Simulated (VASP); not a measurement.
Sb, 1 atom in the cell. The structure is cubic, space group Im-3m (No. 229). The conventional cell has a = 3.718 Å, b = 3.718 Å, c = 3.718 Å, α = 90.00°, β = 90.00°, γ = 90.00°. Sb (site symmetry m-3m) has 14 Sb at 3.22 to 3.72 Å within 4.2 Å. 

| Item | Value |
| --- | --- |
| Program | VASP 6.6.1 |
| Task | single point |
| Functional | r2SCAN |
| Potentials or basis | VASP PAW PBE potentials, release 64 (Sb) |
| Cutoff | 520 eV |
| k mesh | 10 × 10 × 10 |
| Occupations | fermi-dirac, width 0.05 eV |
| Spin | no spin polarisation |
| Dipole correction | no |
| Further INCAR settings | ALGO = Normal; EDIFF = 1e-07; NBANDS = 8 |

Potentials or basis: VASP PAW PBE potentials, release 64 (Sb).

Command:

```sh
$ cat potpaw_PBE.64/Sb/POTCAR > POTCAR
$ cp INCAR.step1 INCAR
$ mpirun -np 1 vasp_std > vasp.out
$ cp INCAR.step2 INCAR
$ mpirun -np 1 vasp_std > vasp.out
```

Hardware: 1 thread of Intel Xeon 6975P-C, on a shared host.

Q: How long does it take, and how much memory?

A: Wall time 26 s on 1 thread of Intel Xeon 6975P-C, with other jobs on the host, peak memory 0.14 GiB. Counts: k points 47.
